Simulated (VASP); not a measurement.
Write the native input for VASP 6.6.1 that does the following.

```yaml
Task: single point
Functional: r2SCAN
Potentials_or_basis: VASP PAW PBE potentials, release 64 (Zn, S)
Cutoff: 520 eV
k_mesh: 8 × 8 × 8
Occupations: gaussian, width 0.01 eV
Spin: no spin polarisation
Dipole_correction: no
Further_INCAR_settings: ALGO = Normal; EDIFF = 1e-07; NBANDS = 16
```

The system is ZnS.

```
Zn S
1.0
     0.00000    2.74797    2.62935
     2.74797    0.00000    2.62935
     2.74797    2.74797    0.00000
Zn S
1 1
Direct
  0.00000 0.00000 0.00000
  0.25000 0.25000 0.25000
```

This cell differs from its parent crystal: epitaxial xy strain +2.0%.

The input as run:

POSCAR

```
ZnS
1.0
    0.0000000000      2.7479675482      2.6293462872
    2.7479675482      0.0000000000      2.6293462872
    2.7479675482      2.7479675482      0.0000000000
Zn S
1 1
Direct
    0.0000000000      0.0000000000      0.0000000000
    0.2500000000      0.2500000000      0.2500000000
```

INCAR.step1

```
PREC = Accurate
ENCUT = 520
ISMEAR = 0
SIGMA = 0.01
LREAL = False
LASPH = True
NELM = 80
NBANDS = 16
GGA = PE
ALGO = Normal
EDIFF = 1E-4
LWAVE = True
LCHARG = False
```

INCAR.step2

```
PREC = Accurate
ENCUT = 520
EDIFF = 1E-7
ISMEAR = 0
SIGMA = 0.01
LREAL = False
LASPH = True
NELM = 80
ALGO = Normal
ISIF = 2
LWAVE = False
LCHARG = False
METAGGA = R2SCAN
LMIXTAU = True
NBANDS = 16
ISTART = 1
```

KPOINTS

```
Automatic mesh
0
Gamma
  8 8 8
```

Potentials or basis: VASP PAW PBE potentials, release 64 (Zn, S).

Run with:

```sh
$ cat potpaw_PBE.64/Zn/POTCAR potpaw_PBE.64/S/POTCAR > POTCAR
$ cp INCAR.step1 INCAR
$ mpirun -np 1 vasp_std > vasp.out
$ cp INCAR.step2 INCAR
$ mpirun -np 1 vasp_std > vasp.out
```

It gave:

The pressure is -1.2 GPa and the band gap on the k mesh is 2.54 eV.

Caveat: the cell differs from its parent crystal (epitaxial xy strain +2.0%); the PAW data sets were made with another functional, which shifts forces and pressure a little.

It took 2.3 min on 1 thread of AMD EPYC 7R13 Processor (Zen 3), with other jobs on the host, peak memory 0.16 GiB.
